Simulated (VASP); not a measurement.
# ZnS (P1) in VASP: single point with PBE

Aim: the single point of ZnS with PBE.

All numbers are computed with VASP 6.6.1; they aren't measurements. Logs are shortened: lines on timing, memory, paths and dates and some standing lists are left out, and cuts for length are marked.

## Step 1: The cell of the first run

The typed cell holds 2 atoms: a = 3.849 Å, b = 3.849 Å, c = 3.849 Å, α = 60.00°, β = 60.00°, γ = 60.00°.

## Step 2: Single point, PBE (atoms moved at random)

INCAR

```
SYSTEM = ZnS
ALGO = Normal
EDIFF = 1E-6
ENCUT = 500
GGA = PE
GGA_COMPAT = .False.
ISIF = 2
ISMEAR = 0
LASPH = .True.
LCHARG = .True.
LELF = .True.
LREAL = .False.
LVHAR = .True.
LWAVE = .False.
NBANDS = 16
NELM = 120
PREC = Accurate
SIGMA = 0.05
```

KPOINTS

```
k-points
0
Gamma
  8 8 8
  0 0 0
```

POSCAR

```
ZnS
1.0
    0.0000000000      2.7215639846      2.7215639846
    2.7215639846      0.0000000000      2.7215639846
    2.7215639846      2.7215639846      0.0000000000
Zn S
1 1
Direct
    0.0128910761     -0.0190047131      0.0265084070
    0.7371089239      0.7690047131      0.7234915930
```

Potentials or basis: VASP PAW PBE potentials, release 64 (Zn, S).

The run is started by

```bash
$ cat potpaw_PBE.64/Zn/POTCAR potpaw_PBE.64/S/POTCAR > POTCAR
$ mpirun -np 1 vasp_std > vasp.out
```

OUTCAR:

```text
SYSTEM = ZnS
   EDIFF = 1E-6
   ENCUT = 500
   GGA = PE
   ISIF = 2
   ISMEAR = 0
   LASPH = .True.
   LREAL = .False.
   NELM = 120
   PREC = Accurate

 ion  position               nearest neighbor table
   1  0.013  0.981  0.027-   2 2.20   2 2.29   2 2.48   2 2.49
   2  0.737  0.769  0.723-   1 2.20   1 2.29   1 2.48   1 2.49

  LATTYP: Found a face centered cubic cell.
 ALAT       =     5.4431279692

  Lattice vectors:

 A1 = (   0.0000000000,   2.7215639846,   2.7215639846)
 A2 = (   2.7215639846,   0.0000000000,   2.7215639846)
 A3 = (   2.7215639846,   2.7215639846,   0.0000000000)

Analysis of symmetry for initial positions (statically):
=====================================================================
 Subroutine PRICEL returns:
 Original cell was already a primitive cell.

 Routine SETGRP: Setting up the symmetry group for a
 face centered cubic supercell.

 Subroutine GETGRP returns: Found  1 space group operations
 (whereof  1 operations were pure point group operations)
 out of a pool of 48 trial point group operations.

The static configuration has the point symmetry C_1 .

Analysis of symmetry for dynamics (positions and initial velocities):
=====================================================================
 Subroutine PRICEL returns:
 Original cell was already a primitive cell.

 Routine SETGRP: Setting up the symmetry group for a
 face centered cubic supercell.

 Subroutine GETGRP returns: Found  1 space group operations
 (whereof  1 operations were pure point group operations)
 out of a pool of 48 trial point group operations.

The dynamic configuration has the point symmetry C_1 .

 Subroutine INISYM returns: Found  1 space group operations
 (whereof  1 operations are pure point group operations),
 and found     1 'primitive' translations

----------------------------------------------------------------------------------------

                                     Primitive cell

  volume of cell :      40.3168

  direct lattice vectors                    reciprocal lattice vectors
     0.000000000  2.721563985  2.721563985    -0.183717893  0.183717893  0.183717893
     2.721563985  0.000000000  2.721563985     0.183717893 -0.183717893  0.183717893
     2.721563985  2.721563985  0.000000000     0.183717893  0.183717893 -0.183717893

  length of vectors
     3.848872698  3.848872698  3.848872698     0.318208724  0.318208724  0.318208724

  position of ions in fractional coordinates (direct lattice)
     0.012891076  0.980995287  0.026508407
     0.737108924  0.769004713  0.723491593

  ion indices of the primitive-cell ions
   primitive index   ion index
                 1           1
                 2           2

----------------------------------------------------------------------------------------

 KPOINTS: k-points

Automatic generation of k-mesh.
 Grid dimensions read from file:
 generate k-points for:    8    8    8

 Generating k-lattice:

  Cartesian coordinates                     Fractional coordinates (reciprocal lattice)
    -0.022964737  0.022964737  0.022964737     0.125000000  0.000000000  0.000000000
     0.022964737 -0.022964737  0.022964737     0.000000000  0.125000000  0.000000000
     0.022964737  0.022964737 -0.022964737     0.000000000  0.000000000  0.125000000

  Length of vectors
     0.039776091  0.039776091  0.039776091

  Shift w.r.t. Gamma in fractional coordinates (k-lattice)
     0.000000000  0.000000000  0.000000000

 Subroutine IBZKPT returns following result:
 ===========================================

 Found    260 irreducible k-points:

 Following reciprocal coordinates:
            Coordinates               Weight
  0.000000  0.000000  0.000000      1.000000
  0.125000  0.000000  0.000000      2.000000
  0.000000  0.125000  0.000000      2.000000
  0.000000  0.000000  0.125000      2.000000
  0.125000  0.125000  0.125000      2.000000
  0.250000  0.000000  0.000000      2.000000
[... 16 lines left out ...]
  0.125000  0.000000  0.250000      2.000000
  0.125000  0.125000 -0.125000      2.000000
 [... further k-points ...]
   k-points           NKPTS =    260   k-points in BZ     NKDIM =    260   number of bands    NBANDS=     16
   number of dos      NEDOS =    301   number of ions     NIONS =      2
   total plane-waves  NPLWV =  21952
   dimension x,y,z NGX =    28 NGY =   28 NGZ =   28
   dimension x,y,z NGXF=    56 NGYF=   56 NGZF=   56
   ions per type =               1   1
   NGX,Y,Z   is equivalent  to a cutoff of  12.09, 12.09, 12.09 a.u.
   NGXF,Y,Z  is equivalent  to a cutoff of  24.19, 24.19, 24.19 a.u.
 SYSTEM =  ZnS
   PREC   = accura    normal or accurate (medium, high low for compatibility)
   ISTART =      0    job   : 0-new  1-cont  2-samecut
   ICHARG =      2    charge: 1-file 2-atom 10-const
   ISPIN  =      1    spin polarized calculation?
   LNONCOLLINEAR =      F non collinear calculations
   LSORBIT =      F    spin-orbit coupling
   LASPH  =      T    aspherical Exc in radial PAW
   ENCUT  =  500.0 eV  36.75 Ry    6.06 a.u.   7.02  7.02  7.02*2*pi/ulx,y,z
   NELM   =    120;   NELMIN=  2; NELMDL= -5     # of ELM steps
   EDIFF  = 0.1E-05   stopping-criterion for ELM
   LREAL  =      F    real-space projection
   EDIFFG = 0.1E-04   stopping-criterion for IOM
   NSW    =      0    number of steps for IOM
   IBRION =     -1    ionic relax: 0-MD 1-quasi-New 2-CG
   NFREE  =      0    steps in history (QN), initial steepest desc. (CG)
   ISIF   =      2    stress and relaxation
   ISYM   =      2    0-nonsym 1-usesym 2-fastsym
   POTIM  = 0.5000    time-step for ionic-motion
   TEBEG  =    0.0;   TEEND  =   0.0 temperature during run
   PSTRESS=    0.0 pullay stress
   NELECT =      18.0000    total number of electrons
   NUPDOWN=      -1.0000    fix difference up-down
   EMIN   =  10.00;   EMAX   =-10.00  energy-range for DOS
   EFERMI =   0.00;   METHOD = LEGACY
   ISMEAR =     0;   SIGMA  =   0.05  broadening in eV -4-tet -1-fermi 0-gaus
   EFERMI_NEDOS =   21; number of points for ismear=-14 and -15
   IALGO  =     38    algorithm
   IMIX   =      4    mixing-type and parameters
     AMIX     =   0.40;   BMIX     =  1.00
     AMIX_MAG =   1.60;   BMIX_MAG =  1.00
  volume/ion in A,a.u.               =      20.16       136.04
  Fermi-wavevector in a.u.,A,eV,Ry     =   1.251230  2.364482 21.300959  1.565576
  Thomas-Fermi vector in A             =   2.385187
   LORBIT       =      0    0 simple, 1 ext, 2 COOP (PROOUT), +10 PAW based schemes
   GGA     = PE    functional components
   LHFCALC =     F    Hartree Fock is set to
   AEXX    =    0.0000 exact exchange contribution
   IVDW    =     0    specifies the selected vdW correction
   LEPSILON=     F    determine dielectric tensor
   LRPA    =     F    only Hartree local field effects (RPA)
 non-spin polarized calculation
 Gauss-broadening in eV      SIGMA  =   0.05
  energy-cutoff  :      500.00
  volume of cell :       40.32
 maximum number of plane-waves:      1036
   NGX = 13   NGY = 13   NGZ = 13

 number of electron      18.0000001 magnetization

 Free energy of the ion-electron system (eV)
  ---------------------------------------------------
  ext. energy  EPLUGINS =         0.00000000
  ---------------------------------------------------
  free energy    TOTEN  =        -6.71443094 eV

  energy without entropy =       -6.71443094  energy(sigma->0) =       -6.71443094

 E-fermi :   2.2958     XC(G=0):  -9.5273

 val. band max:        2.0156574293   @ k =   0.0000   0.0000   0.0000
 cond. band min:       3.9570703603   @ k =   0.0000   0.0000   0.0000
 fundamental gap:      1.9414129310
 Fermi energy:         2.2958150961

 k-point     1 :       0.0000    0.0000    0.0000
  band No.  band energies     occupation
      1     -11.1322      2.00000
      2      -4.5854      2.00000
      3      -4.4263      2.00000
      4      -4.2922      2.00000
      5      -3.9660      2.00000
      6      -3.9538      2.00000
[... 8 lines left out ...]
     15      13.6363      0.00000
     16      13.6467      0.00000

 k-point     2 :       0.1250    0.0000    0.0000
  band No.  band energies     occupation
      1     -11.0168      2.00000
      2      -4.5799      2.00000
      3      -4.3994      2.00000
      4      -4.2797      2.00000
      5      -3.9668      2.00000
      6      -3.9576      2.00000
[... 8 lines left out ...]
     15      13.0071      0.00000
     16      14.3501      0.00000

 k-point     3 :       0.0000    0.1250    0.0000
  band No.  band energies     occupation
      1     -11.0255      2.00000
      2      -4.5658      2.00000
      3      -4.4196      2.00000
      4      -4.2840      2.00000
      5      -3.9667      2.00000
      6      -3.9516      2.00000
[... 8 lines left out ...]
     15      13.1058      0.00000
     16      14.4210      0.00000

 k-point     4 :       0.0000    0.0000    0.1250
  band No.  band energies     occupation
      1     -11.0136      2.00000
      2      -4.5893      2.00000
      3      -4.3890      2.00000
      4      -4.2709      2.00000
      5      -3.9709      2.00000
      6      -3.9592      2.00000
[... 8 lines left out ...]
     15      12.9561      0.00000
     16      14.3313      0.00000
[... 324 lines left out ...]
 k-point    22 :       0.0000    0.2500    0.1250
  band No.  band energies     occupation
      1     -10.7638      2.00000
      2      -4.5477      2.00000
      3      -4.3600      2.00000
      4      -4.2684      2.00000
      5      -3.9751      2.00000
      6      -3.9283      2.00000
[... 8 lines left out ...]
     15      14.0116      0.00000
     16      15.4385      0.00000

 k-point    23 :       0.1250    0.0000    0.2500
  band No.  band energies     occupation
      1     -10.7450      2.00000
      2      -4.5452      2.00000
      3      -4.3732      2.00000
      4      -4.2040      2.00000
      5      -3.9816      2.00000
      6      -3.9510      2.00000
[... 8 lines left out ...]
     15      13.7499      0.00000
     16      15.6127      0.00000

 k-point    24 :       0.1250    0.1250   -0.1250
  band No.  band energies     occupation
      1     -10.7314      2.00000
      2      -4.5738      2.00000
      3      -4.2960      2.00000
      4      -4.2448      2.00000
      5      -3.9908      2.00000
      6      -3.9472      2.00000
[... 8 lines left out ...]
     15      13.6074      0.00000
     16      15.4374      0.00000

 [... further k-points ...]
[... 5 lines left out ...]
  --------------------------------------------------------------------------------------
  -------------------------------------------------------------------------------------
  Total        0.5516333      0.2177629      0.5573856      0.3679193     -0.3802530     -1.1488268
  in kB       21.9217605      8.6538412     22.1503545     14.6210134    -15.1111514    -45.6540692
  external PRESSURE =      17.5753187 kB  Pullay stress =       0.0000000 kB

 VOLUME and BASIS-vectors are now :
 -----------------------------------------------------------------------------
  energy-cutoff  :      500.00
  volume of cell :       40.32
      direct lattice vectors                 reciprocal lattice vectors
     0.000000000  2.721563985  2.721563985    -0.183717893  0.183717893  0.183717893
     2.721563985  0.000000000  2.721563985     0.183717893 -0.183717893  0.183717893
     2.721563985  2.721563985  0.000000000     0.183717893  0.183717893 -0.183717893

 POSITION                                       TOTAL-FORCE (eV/Angst)
 -----------------------------------------------------------------------------------
      2.74199      0.10723      2.70493        -0.419274     -1.170192      0.407157
      4.06192      3.97512      4.09898         0.419274      1.170192     -0.407157
 -----------------------------------------------------------------------------------
    total drift:                                0.000182     -0.000176     -0.000117

  FREE ENERGIE OF THE ION-ELECTRON SYSTEM (eV)
  ---------------------------------------------------
  free  energy   TOTEN  =        -6.7144309406 eV

  energy  without entropy=       -6.7144309406  energy(sigma->0) =       -6.71443094
```

It took 3.9 min on 1 thread of Intel Xeon 8259CL, shared host; peak memory 0.27 GiB.

Results:

* Free energy: -6.7144 eV
* Pressure: 1.8 GPa
* Largest force: 1.308 eV/Å
* Band gap on the k mesh: 1.94 eV

Forces on the atoms (eV/Å):
```
Zn  -0.419 -1.170  0.407
S    0.419  1.170 -0.407
```

Stress tensor (GPa, compression positive):
```
 2.19  1.46 -4.57
 1.46  0.87 -1.51
-4.57 -1.51  2.22
```

Levels at points of the mesh, in eV from the valence-band top:
| k point | band 6 | band 7 | band 8 | band 9 | band 10 | band 11 | band 12 | band 13 |
| --- | --- | --- | --- | --- | --- | --- | --- | --- |
| (0.00, 0.00, 0.00) | -5.97 | -0.40 | -0.04 | 0.00 | 1.94 | 6.26 | 6.32 | 6.57 |
| (0.50, 0.00, 0.00) | -5.80 | -5.37 | -1.26 | -0.65 | 3.27 | 6.35 | 7.56 | 8.72 |
| (0.00, 0.50, 0.00) | -5.77 | -4.93 | -1.22 | -0.58 | 2.99 | 6.18 | 7.24 | 8.53 |
| (0.00, 0.00, 0.50) | -5.84 | -5.54 | -1.23 | -0.79 | 3.42 | 6.62 | 7.48 | 8.81 |
| (0.50, 0.50, 0.50) | -5.77 | -4.92 | -1.20 | -0.59 | 2.98 | 6.19 | 7.21 | 8.52 |
| (0.50, 0.50, 0.00) | -5.78 | -4.61 | -2.23 | -2.14 | 3.26 | 3.93 | 10.67 | 11.73 |
| (0.00, 0.50, 0.50) | -5.78 | -4.61 | -2.23 | -2.14 | 3.26 | 3.93 | 10.67 | 11.72 |
| (0.50, 0.00, 0.50) | -5.78 | -4.50 | -2.34 | -2.16 | 3.09 | 4.19 | 10.62 | 11.42 |

Caveat: the cell differs from its parent crystal (atoms moved at random); forces of over 1 eV/Å act on the atoms, so gaps and moduli don't describe the material at rest.
